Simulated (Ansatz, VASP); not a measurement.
ZrSe2 in VASP and in Ansatz

The input POSCAR:

```
ZrSe2
1.0
    3.7991568850      0.0000000000      0.0000000000
   -1.8995784430      3.2901663760      0.0000000000
    0.0000000000      0.0000000000     26.3287396080
Se Zr
2 1
Direct
    0.6666666667      0.3333333333      0.4399065460
    0.3333333333      0.6666666667      0.5600934540
    0.0000000000      0.0000000000      0.5000000000
```

File INCAR.step1:

```
ALGO = Normal
DIPOL = 0.5 0.5 0.500
EDIFF = 1E-5
ENCUT = 400
GGA = PE
GGA_COMPAT = False
IDIPOL = 3
ISIF = 2
ISMEAR = 0
LASPH = True
LCHARG = False
LDIPOL = True
LREAL = False
LWAVE = True
NBANDS = 19
NELM = 120
NELMDL = -8
PREC = Accurate
SIGMA = 0.01
```

Contents of INCAR.step2:

```
ALGO = Normal
DIPOL = 0.5 0.5 0.500
EDIFF = 1E-6
ENCUT = 400
GGA = PE
GGA_COMPAT = False
HFSCREEN = 0.2079
IDIPOL = 3
ISIF = 2
ISMEAR = 0
ISTART = 1
LASPH = True
LCHARG = False
LDIPOL = True
LHFCALC = True
LREAL = False
LWAVE = False
NBANDS = 19
NELM = 120
PREC = Accurate
PRECFOCK = Normal
SIGMA = 0.01
```

File KPOINTS:

```
k-points
0
Gamma
  6 6 1
```

Input for Ansatz:

```yaml
crystal:
  lattice:
    - [3.799156885, 0.0, 0.0]
    - [-1.899578443, 3.290166376, 0.0]
    - [0.0, 0.0, 26.328739608]
  atoms:
    - { symbol: Se, position: [0.6666666667, 0.3333333333, 0.439906546] }
    - { symbol: Zr, position: [0.0, 0.0, 0.5] }
    - { symbol: Se, position: [0.3333333333, 0.6666666667, 0.560093454] }
  periodic: [true, true, false]
basis:
  ecutwfc: 420
kpoints:
  mp_grid: { grid: [6, 6, 1] }
  band_path:
    path:
      - [0.0, 0.0, 0.0]
      - [0.5, 0.0, 0.0]
      - [0.333333333, 0.333333333, 0.0]
      - [0.185185185, 0.185185185, 0.0]
    npoints: 1
scf:
  occupations: { method: fixed }
  n_extra_bands: 6
hamiltonian:
  xc: hse06
  pseudopotentials: { kind: paw, azcp: { folder: soft_1 } }
output:
  eigenvalues: true
```

Alike in both runs: task single point; functional HSE06; k mesh 6 × 6 × 1; no spin polarisation.

|  | VASP | Ansatz |
| --- | --- | --- |
| version | VASP 6.6.1 | Ansatz 0.2.0 |
| potentials or method | VASP PAW PBE potentials, release 64 (Se, Zr_sv), cutoff 400 eV | plane-wave PAW, scalar-relativistic |
| occupations | gaussian, width 0.01 eV | fixed |
| valence electrons in the cell | 24 | 44 |

|  | VASP | Ansatz | Ansatz less VASP |
| --- | --- | --- | --- |
| gap on the k mesh at the Fermi level (eV) | 1.18 | 1.17 | -0.012 |

VASP's potentials hold 24 valence electrons a cell and Ansatz's 44, so a difference there can come from the potentials and not from the codes. Ansatz's warnings: slab cell height set.
